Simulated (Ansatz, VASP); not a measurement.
## AlCu3: VASP beside Ansatz

INCAR

```
ALGO     = Normal         # electronic algorithm
EDIFF    = 1E-6           # SCF threshold, eV
EDIFFG   = -0.005         # ionic threshold
ENCUT    = 600            # plane-wave cutoff, eV
GGA      = PS             # functional
IBRION   = 2              # ionic algorithm
ISIF     = 3              # what is computed and relaxed
ISMEAR   = 0              # smearing method
LASPH    = T              # aspherical terms in the spheres
LCHARG   = F              # write CHGCAR
LREAL    = F              # projectors in reciprocal space
LWAVE    = F              # write WAVECAR
NELM     = 60             # most SCF steps
NSW      = 100            # ionic steps
PREC     = Accurate       # precision mode
SIGMA    = 0.1            # smearing width, eV
```

KPOINTS

```
k-points
0
Gamma
  12 12 12
```

The input POSCAR:

```
AlCu3
1.0
    0.0000000000      2.8880109880      2.8880109880
    2.8880109880      0.0000000000      2.8880109880
    2.8880109880      2.8880109880      0.0000000000
Al Cu
1 3
Direct
    0.0000000000      0.0000000000      0.0000000000
    0.5000000000      0.5000000000      0.5000000000
    0.2500000000      0.2500000000      0.2500000000
    0.7500000000      0.7500000000      0.7500000000
```

Input for Ansatz:

```yaml
crystal:
  lattice:
    - [0.0, 2.888010988, 2.888010988]
    - [2.888010988, 0.0, 2.888010988]
    - [2.888010988, 2.888010988, 0.0]
  atoms:
    - { symbol: Al, position: [0.0, 0.0, 0.0] }
    - { symbol: Cu, position: [0.5, 0.5, 0.5] }
    - { symbol: Cu, position: [0.25, 0.25, 0.25] }
    - { symbol: Cu, position: [0.75, 0.75, 0.75] }
basis:
  ecutwfc: 420
kpoints:
  mp_grid: { grid: [12, 12, 12] }
hamiltonian:
  xc: pbesol
scf:
  occupations: { method: gaussian, width: 0.1 }
output:
  forces: true
  stress: true
  eigenvalues: true
  write_density: true
  write_potential: true
  elf: true
  volumetric_format: npy
relax:
  adjacent_minimum: "off"
  f_tol: 0.005
  max_steps: 80
  cell: { stress_tol: 0.05 }
```

Alike in both runs: task relaxation of cell and atoms; functional PBEsol; k mesh 12 × 12 × 12; occupations gaussian, width 0.1 eV; no spin polarisation.

|  | VASP | Ansatz |
| --- | --- | --- |
| version | VASP 6.6.1 | Ansatz 0.2.0 |
| potentials or method | VASP PAW PBE potentials, release 64 (Al, Cu), cutoff 600 eV | scalar-relativistic, plane waves, PAW |
| valence electrons in the cell | 36 | 60 |

```tsv
	VASP	Ansatz	Ansatz less VASP
gap on the k mesh at the Fermi level, each at its own relaxed structure (eV)	none	none	-
relaxed volume (Å³/atom)	12.03	11.99	-0.047
relaxed cell length with the largest relative difference (Å)	4.083	4.078	-0.0054
```

VASP's potentials were made for PBE, not for PBEsol. A gap of «none» marks a metal or a gap that the smearing closes. VASP's potentials hold 36 valence electrons a cell and Ansatz's 60, so a difference there can come from the potentials and not from the codes.
